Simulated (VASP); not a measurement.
# Mg2O (antifluorite type) (Fm-3m) in VASP: notebook

Runs on Mg2O (antifluorite type). Level: PBE. Tasks: single point.

Everything below comes from runs of VASP 6.6.1. Logs are shortened: lines on timing, memory, paths and dates and some standing lists are left out, and cuts for length are marked.

## (1) The cell of the first run

The structure is cubic, space group Fm-3m (No. 225). The conventional cell has a = 5.750 Å, b = 5.750 Å, c = 5.750 Å, α = 90.00°, β = 90.00°, γ = 90.00°. Mg (site symmetry -43m) has 4 O at 2.49 Å and 6 Mg at 2.88 Å within 3.3 Å. O (site symmetry m-3m) has 8 Mg at 2.49 Å within 3.3 Å.

## (2) Single point, PBE

The input, INCAR:

```
PREC = Accurate
ENCUT = 520
EDIFF = 1E-6
ISMEAR = -1
SIGMA = 0.06122561905347299
LREAL = False
LASPH = True
NELM = 100
ALGO = Normal
ISIF = 2
LWAVE = False
LCHARG = True
GGA = PE
LELF = True
LVHAR = True
NBANDS = 12
```

The input, KPOINTS:

```
regular mesh
0
Gamma
  33 33 33
```

The input, POSCAR:

```
Mg2O
1.0
    0.0000000000      2.8750030885      2.8750030885
    2.8750030885      0.0000000000      2.8750030885
    2.8750030885      2.8750030885      0.0000000000
Mg O
2 1
Direct
    0.2500000000      0.2500000000      0.2500000000
    0.7500000000      0.7500000000      0.7500000000
    0.0000000000      0.0000000000      0.0000000000
```

Potentials or basis: VASP PAW PBE potentials, release 64 (Mg, O).

Command:

```
> cat potpaw_PBE.64/Mg/POTCAR potpaw_PBE.64/O/POTCAR > POTCAR
> mpirun -np 1 vasp_std > vasp.out
```

OUTCAR:

```text
PREC = Accurate
   ENCUT = 520
   EDIFF = 1E-6
   ISMEAR = -1
   LREAL = False
   LASPH = True
   NELM = 100
   ISIF = 2
   GGA = PE

 ion  position               nearest neighbor table
   1  0.250  0.250  0.250-   3 2.49   3 2.49   3 2.49   3 2.49   2 2.88   2 2.88   2 2.88   2 2.88
                             2 2.88   2 2.88
   2  0.750  0.750  0.750-   3 2.49   3 2.49   3 2.49   3 2.49   1 2.88   1 2.88   1 2.88   1 2.88
                             1 2.88   1 2.88
   3  0.000  0.000  0.000-   2 2.49   1 2.49   2 2.49   1 2.49   2 2.49   2 2.49   1 2.49   1 2.49

  LATTYP: Found a face centered cubic cell.
 ALAT       =     5.7500061770

  Lattice vectors:

 A1 = (   0.0000000000,   2.8750030885,   2.8750030885)
 A2 = (   2.8750030885,   0.0000000000,   2.8750030885)
 A3 = (   2.8750030885,   2.8750030885,   0.0000000000)

Analysis of symmetry for initial positions (statically):
=====================================================================
 Subroutine PRICEL returns:
 Original cell was already a primitive cell.

 Routine SETGRP: Setting up the symmetry group for a
 face centered cubic supercell.

 Subroutine GETGRP returns: Found 48 space group operations
 (whereof 48 operations were pure point group operations)
 out of a pool of 48 trial point group operations.

The static configuration has the point symmetry O_h .

Analysis of symmetry for dynamics (positions and initial velocities):
=====================================================================
 Subroutine PRICEL returns:
 Original cell was already a primitive cell.

 Routine SETGRP: Setting up the symmetry group for a
 face centered cubic supercell.

 Subroutine GETGRP returns: Found 48 space group operations
 (whereof 48 operations were pure point group operations)
 out of a pool of 48 trial point group operations.

The dynamic configuration has the point symmetry O_h .

 Subroutine INISYM returns: Found 48 space group operations
 (whereof 48 operations are pure point group operations),
 and found     1 'primitive' translations

----------------------------------------------------------------------------------------

                                     Primitive cell

  volume of cell :      47.5275

  direct lattice vectors                    reciprocal lattice vectors
     0.000000000  2.875003089  2.875003089    -0.173912857  0.173912857  0.173912857
     2.875003089  0.000000000  2.875003089     0.173912857 -0.173912857  0.173912857
     2.875003089  2.875003089  0.000000000     0.173912857  0.173912857 -0.173912857

  length of vectors
     4.065868360  4.065868360  4.065868360     0.301225904  0.301225904  0.301225904

  position of ions in fractional coordinates (direct lattice)
     0.250000000  0.250000000  0.250000000
     0.750000000  0.750000000  0.750000000
     0.000000000  0.000000000  0.000000000

  ion indices of the primitive-cell ions
   primitive index   ion index
                 1           1
                 2           2
                 3           3

----------------------------------------------------------------------------------------

 KPOINTS: regular mesh

Automatic generation of k-mesh.
 Grid dimensions read from file:
 generate k-points for:   33   33   33

 Generating k-lattice:

  Cartesian coordinates                     Fractional coordinates (reciprocal lattice)
    -0.005270087  0.005270087  0.005270087     0.030303030  0.000000000  0.000000000
     0.005270087 -0.005270087  0.005270087     0.000000000  0.030303030  0.000000000
     0.005270087  0.005270087 -0.005270087     0.000000000  0.000000000  0.030303030

  Length of vectors
     0.009128058  0.009128058  0.009128058

  Shift w.r.t. Gamma in fractional coordinates (k-lattice)
     0.000000000  0.000000000  0.000000000

 Subroutine IBZKPT returns following result:
 ===========================================

 Found    969 irreducible k-points:

 Following reciprocal coordinates:
            Coordinates               Weight
  0.000000  0.000000  0.000000      1.000000
  0.030303  0.000000  0.000000      8.000000
  0.060606  0.000000  0.000000      8.000000
  0.090909  0.000000  0.000000      8.000000
  0.121212  0.000000  0.000000      8.000000
  0.151515  0.000000  0.000000      8.000000
[... 16 lines left out ...]
  0.181818  0.030303  0.000000     24.000000
  0.212121  0.030303  0.000000     24.000000
 [... further k-points ...]
   k-points           NKPTS =    969   k-points in BZ     NKDIM =    969   number of bands    NBANDS=     12
   number of dos      NEDOS =    301   number of ions     NIONS =      3
   total plane-waves  NPLWV =  27000
   dimension x,y,z NGX =    30 NGY =   30 NGZ =   30
   dimension x,y,z NGXF=    60 NGYF=   60 NGZF=   60
   ions per type =               2   1
   NGX,Y,Z   is equivalent  to a cutoff of  12.27, 12.27, 12.27 a.u.
   NGXF,Y,Z  is equivalent  to a cutoff of  24.53, 24.53, 24.53 a.u.
 SYSTEM =  unknown system
   PREC   = accura    normal or accurate (medium, high low for compatibility)
   ISTART =      0    job   : 0-new  1-cont  2-samecut
   ICHARG =      2    charge: 1-file 2-atom 10-const
   ISPIN  =      1    spin polarized calculation?
   LNONCOLLINEAR =      F non collinear calculations
   LSORBIT =      F    spin-orbit coupling
   LASPH  =      T    aspherical Exc in radial PAW
   ENCUT  =  520.0 eV  38.22 Ry    6.18 a.u.   7.56  7.56  7.56*2*pi/ulx,y,z
   NELM   =    100;   NELMIN=  2; NELMDL= -5     # of ELM steps
   EDIFF  = 0.1E-05   stopping-criterion for ELM
   LREAL  =      F    real-space projection
   EDIFFG = 0.1E-04   stopping-criterion for IOM
   NSW    =      0    number of steps for IOM
   IBRION =     -1    ionic relax: 0-MD 1-quasi-New 2-CG
   NFREE  =      0    steps in history (QN), initial steepest desc. (CG)
   ISIF   =      2    stress and relaxation
   ISYM   =      2    0-nonsym 1-usesym 2-fastsym
   POTIM  = 0.5000    time-step for ionic-motion
   TEBEG  =    0.0;   TEEND  =   0.0 temperature during run
   PSTRESS=    0.0 pullay stress
   NELECT =      10.0000    total number of electrons
   NUPDOWN=      -1.0000    fix difference up-down
   EMIN   =  10.00;   EMAX   =-10.00  energy-range for DOS
   EFERMI =   0.00;   METHOD = LEGACY
   ISMEAR =    -1;   SIGMA  =   0.06  broadening in eV -4-tet -1-fermi 0-gaus
   EFERMI_NEDOS =   21; number of points for ismear=-14 and -15
   IALGO  =     38    algorithm
   IMIX   =      4    mixing-type and parameters
     AMIX     =   0.40;   BMIX     =  1.00
     AMIX_MAG =   1.60;   BMIX_MAG =  1.00
  volume/ion in A,a.u.               =      15.84       106.91
  Fermi-wavevector in a.u.,A,eV,Ry     =   0.973703  1.840032 12.899651  0.948098
  Thomas-Fermi vector in A             =   2.104104
   LORBIT       =      0    0 simple, 1 ext, 2 COOP (PROOUT), +10 PAW based schemes
   GGA     = PE    functional components
   LHFCALC =     F    Hartree Fock is set to
   AEXX    =    0.0000 exact exchange contribution
   IVDW    =     0    specifies the selected vdW correction
   LEPSILON=     F    determine dielectric tensor
   LRPA    =     F    only Hartree local field effects (RPA)
 non-spin polarized calculation
  energy-cutoff  :      520.00
  volume of cell :       47.53
 maximum number of plane-waves:      1307
   NGX = 15   NGY = 15   NGZ = 15

 number of electron      10.0000002 magnetization

 Free energy of the ion-electron system (eV)
  ---------------------------------------------------
  ext. energy  EPLUGINS =         0.00000000
  ---------------------------------------------------
  free energy    TOTEN  =       -10.26181509 eV

  energy without entropy =      -10.25633707  energy(sigma->0) =      -10.25907608

 E-fermi :   4.2221     XC(G=0):  -9.2852

 val. band max:        4.1537098960   @ k =  -0.3333   0.3333   0.1515
 cond. band min:       4.2681066030   @ k =  -0.3636   0.2727   0.0909
 fundamental gap:      0.1143967069
 Fermi energy:         4.2221492094

 k-point     1 :       0.0000    0.0000    0.0000
  band No.  band energies     occupation
      1     -14.9000      2.00000
      2      -0.8059      2.00000
      3      -0.3692      2.00000
      4      -0.3692      2.00000
      5      -0.3692      2.00000
      6       8.3985      0.00000
      7       8.3985      0.00000
      8       8.3985      0.00000
      9      11.6103      0.00000
     10      11.6103      0.00000
     11      11.6103      0.00000
     12      11.8369      0.00000

 k-point     2 :       0.0303    0.0000    0.0000
  band No.  band energies     occupation
      1     -14.8987      2.00000
      2      -0.8934      2.00000
      3      -0.3708      2.00000
      4      -0.3708      2.00000
      5      -0.2742      2.00000
      6       8.3459      0.00000
      7       8.4023      0.00000
      8       8.4023      0.00000
      9      11.3973      0.00000
     10      11.3973      0.00000
     11      11.5955      0.00000
     12      12.0689      0.00000

 k-point     3 :       0.0606    0.0000    0.0000
  band No.  band energies     occupation
      1     -14.8947      2.00000
      2      -1.0619      2.00000
      3      -0.3757      2.00000
      4      -0.3757      2.00000
      5      -0.0835      2.00000
      6       8.1965      0.00000
      7       8.4126      0.00000
      8       8.4126      0.00000
      9      11.1259      0.00000
     10      11.1259      0.00000
     11      11.5501      0.00000
     12      12.3975      0.00000

 k-point     4 :       0.0909    0.0000    0.0000
  band No.  band energies     occupation
      1     -14.8882      2.00000
      2      -1.2434      2.00000
      3      -0.3836      2.00000
      4      -0.3836      2.00000
      5       0.1346      2.00000
      6       7.9704      0.00000
      7       8.4254      0.00000
      8       8.4254      0.00000
      9      10.8812      0.00000
     10      10.8812      0.00000
     11      11.4755      0.00000
     12      12.7387      0.00000

 k-point     5 :       0.1212    0.0000    0.0000
  band No.  band energies     occupation
      1     -14.8793      2.00000
      2      -1.4217      2.00000
      3      -0.3942      2.00000
      4      -0.3942      2.00000
      5       0.3635      2.00000
      6       7.6912      0.00000
      7       8.4345      0.00000
      8       8.4345      0.00000
      9      10.6762      0.00000
     10      10.6762      0.00000
     11      11.3795      0.00000
     12      13.0811      0.00000
[... 228 lines left out ...]
      1     -14.8813      2.00000
      2      -1.3799      2.00000
      3      -0.4050      2.00000
      4      -0.3903      2.00000
      5       0.3217      2.00000
      6       7.7874      0.00000
      7       8.3745      0.00000
      8       8.4572      0.00000
      9      10.3694      0.00000
     10      11.0374      0.00000
     11      11.5282      0.00000
     12      12.8442      0.00000

 k-point    22 :       0.1515    0.0303    0.0000
  band No.  band energies     occupation
      1     -14.8711      2.00000
      2      -1.5474      2.00000
      3      -0.4195      2.00000
      4      -0.4005      2.00000
      5       0.5492      2.00000
      6       7.4867      0.00000
      7       8.3648      0.00000
      8       8.4675      0.00000
      9      10.1974      0.00000
     10      10.8757      0.00000
     11      11.4198      0.00000
     12      13.2084      0.00000

 k-point    23 :       0.1818    0.0303    0.0000
  band No.  band energies     occupation
      1     -14.8591      2.00000
      2      -1.7066      2.00000
      3      -0.4354      2.00000
      4      -0.4132      2.00000
      5       0.7811      2.00000
      6       7.1639      0.00000
      7       8.3428      0.00000
      8       8.4535      0.00000
      9      10.0889      0.00000
     10      10.7619      0.00000
     11      11.3084      0.00000
     12      13.5636      0.00000

 k-point    24 :       0.2121    0.0303    0.0000
  band No.  band energies     occupation
      1     -14.8457      2.00000
      2      -1.8552      2.00000
      3      -0.4520      2.00000
      4      -0.4281      2.00000
      5       1.0141      2.00000
      6       6.8318      0.00000
      7       8.3047      0.00000
      8       8.4084      0.00000
      9      10.0494      0.00000
     10      10.6984      0.00000
     11      11.2055      0.00000
     12      13.9069      0.00000

 [... further k-points ...]
[... 5 lines left out ...]
  --------------------------------------------------------------------------------------
  -------------------------------------------------------------------------------------
  Total       -0.9750122     -0.9750122     -0.9750122      0.0000000      0.0000000     -0.0000000
  in kB      -32.8681829    -32.8681829    -32.8681829      0.0000000      0.0000000     -0.0000000
  external PRESSURE =     -32.8681829 kB  Pullay stress =       0.0000000 kB

 VOLUME and BASIS-vectors are now :
 -----------------------------------------------------------------------------
  energy-cutoff  :      520.00
  volume of cell :       47.53
      direct lattice vectors                 reciprocal lattice vectors
     0.000000000  2.875003089  2.875003089    -0.173912857  0.173912857  0.173912857
     2.875003089  0.000000000  2.875003089     0.173912857 -0.173912857  0.173912857
     2.875003089  2.875003089  0.000000000     0.173912857  0.173912857 -0.173912857

 POSITION                                       TOTAL-FORCE (eV/Angst)
 -----------------------------------------------------------------------------------
      1.43750      1.43750      1.43750         0.000000      0.000000      0.000000
      4.31250      4.31250      4.31250        -0.000000     -0.000000     -0.000000
      0.00000      0.00000      0.00000        -0.000000     -0.000000     -0.000000
 -----------------------------------------------------------------------------------
    total drift:                                0.000000     -0.000000     -0.000000

  FREE ENERGIE OF THE ION-ELECTRON SYSTEM (eV)
  ---------------------------------------------------
  free  energy   TOTEN  =       -10.2618150924 eV

  energy  without entropy=      -10.2563370718  energy(sigma->0) =      -10.25907608
```

Wall time 7.1 min (1 thread of Oxide Virtual Turin-like, shared host); peak memory 0.6 GiB.

Results:

* Free energy: -10.2618 eV
* Pressure: -3.3 GPa
* Band gap on the k mesh: 0.11 eV (least direct gap 0.20 eV)

Levels at points of the mesh, in eV from the valence-band top:
```tsv
k point	band 3	band 4	band 5	band 6	band 7	band 8
(0.00, 0.00, 0.00)	-4.52	-4.52	-4.52	4.24	4.24	4.24
```

Caveat: the cell stands under tension; semilocal functionals underestimate gaps, and a narrow one can read as zero; an odd mesh through Γ misses points on the zone boundary, where band edges can lie.

## (3) Single point, PBE

This run uses another cell than the first one, of 14.65 Å³/atom.

The input, INCAR:

```
PREC = Accurate ; ENCUT = 520
EDIFF = 1E-7 ; ISMEAR = -1
SIGMA = 0.06122561905347299 ; LREAL = F
LASPH = T ; NELM = 60
ALGO = Normal ; ISIF = 2
LWAVE = F ; LCHARG = T
GGA = PE ; LELF = T
LVHAR = T ; NBANDS = 12
```

KPOINTS is that of step 2.

The input, POSCAR:

```
Mg2O
1.0
    0.0000000000      2.8007760609      2.8007760609
    2.8007760609      0.0000000000      2.8007760609
    2.8007760609      2.8007760609      0.0000000000
Mg O
2 1
Direct
    0.2500000000      0.2500000000      0.2500000000
    0.7500000000      0.7500000000      0.7500000000
    0.0000000000      0.0000000000      0.0000000000
```

Potentials or basis: VASP PAW PBE potentials, release 64 (Mg, O).

Command:

```
> cat potpaw_PBE.64/Mg/POTCAR potpaw_PBE.64/O/POTCAR > POTCAR
> mpirun -np 1 vasp_std > vasp.out
```

Wall time 12 min (1 thread of Oxide Virtual Turin-like, shared host); peak memory 0.58 GiB.

It converged, with:

```yaml
Free_energy: -10.2890 eV
Pressure: 1.0 GPa
Band_gap_on_the_k_mesh: 0.03 eV (least direct gap 0.04 eV)
```

Levels at points of the mesh, in eV from the valence-band top:
```tsv
k point	band 2	band 3	band 4	band 5	band 6	band 7	band 8	band 9
(0.00, 0.00, 0.00)	-5.07	-4.91	-4.91	-4.91	4.45	4.45	4.45	7.68
```

Caveat: the smearing spreads over this small gap; semilocal functionals underestimate gaps, and a narrow one can read as zero; an odd mesh through Γ misses points on the zone boundary, where band edges can lie.

(Part 1 of 2 ends here.)

The gap in the log of VASP goes by the Fermi energy; the results here count the filled bands.